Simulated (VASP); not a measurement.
Wanted: the native input for a VASP 6.6.1 run.

- Task: single point
- Functional: PBE
- Potentials or basis: VASP PAW PBE potentials, release 64 (Ca_sv, Se)
- Cutoff: 520 eV
- k mesh: 8 × 8 × 8
- Occupations: fermi-dirac, width 0.02 eV
- Spin: no spin polarisation
- Dipole correction: no
- Further INCAR settings: ALGO = Normal; EDIFF = 1e-06; NBANDS = 15

The structure of CaSe lies in POSCAR:

```
CaSe
1.0
    0.0000000000      2.9675351118      2.9675351118
    2.9675351118      0.0000000000      2.9675351118
    2.9675351118      2.9675351118      0.0000000000
Ca Se
1 1
Direct
    0.0000000000      0.0000000000      0.0000000000
    0.5000000000      0.5000000000      0.5000000000
```

These files were run (other wordings do the same):

INCAR

```
ALGO = Normal
EDIFF = 1E-6
ENCUT = 520
GGA = PE
ISIF = 2
ISMEAR = -1
LASPH = True
LCHARG = True
LELF = True
LREAL = False
LVHAR = True
LWAVE = False
NBANDS = 15
NELM = 100
PREC = Accurate
SIGMA = 0.02
```

KPOINTS

```
k-points
0
Gamma
  8 8 8
```

Potentials or basis: VASP PAW PBE potentials, release 64 (Ca_sv, Se).

Run with:

```sh
$ cat potpaw_PBE.64/Ca_sv/POTCAR potpaw_PBE.64/Se/POTCAR > POTCAR
$ mpirun -np 1 vasp_std > vasp.out
```

Results of the run:

```yaml
Pressure: 0.7 GPa
Band_gap_on_the_k_mesh: 2.05 eV, indirect (least direct gap 2.97 eV)
```

Wall time 8.4 s on 1 thread of Intel(R) Xeon(R) 6975P-C (Granite Rapids), on a shared host, peak memory 0.17 GiB.
